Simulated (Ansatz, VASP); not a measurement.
## One calculation of Ga3AsN2, two programs

```
Ga As N
1.0
     3.46149    0.00000    0.00000
    -1.73075    2.99774    0.00000
     0.00000    0.00000    8.84576
Ga As N
3 1 2
Cartesian
  0.0000 0.0000 0.4381
  0.0000 1.9985 5.5192
  1.7307 0.9992 2.9740
  0.0000 1.9985 8.0387
  1.7307 0.9992 4.9622
  0.0000 0.0000 2.3937
```

Alike in both runs: task relaxation of cell and atoms; functional PBE; k mesh 12 × 12 × 4; occupations gaussian, width 0.1 eV; no spin polarisation.

|  | VASP | Ansatz |
| --- | --- | --- |
| version | VASP 6.6.1 | Ansatz 0.2.0 |
| potentials or method | VASP PAW PBE potentials, release 64 (Ga_d, As, N), cutoff 600 eV | scalar-relativistic, plane waves, PAW |
| valence electrons in the cell | 54 | 64 |

VASP gave:

- gap on the k mesh at the Fermi level, each at its own relaxed structure (eV): none
- relaxed volume (Å³/atom): 15.29
- relaxed cell length with the largest relative difference (Å): 8.802

Q: Which values does Ansatz return?

A: gap on the k mesh at the Fermi level, each at its own relaxed structure (eV): none; relaxed volume (Å³/atom): 15.27; relaxed cell length with the largest relative difference (Å): 8.795.

A gap of «none» marks a metal or a gap that the smearing closes. VASP's potentials hold 54 valence electrons a cell and Ansatz's 64, so a difference there can come from the potentials and not from the codes.
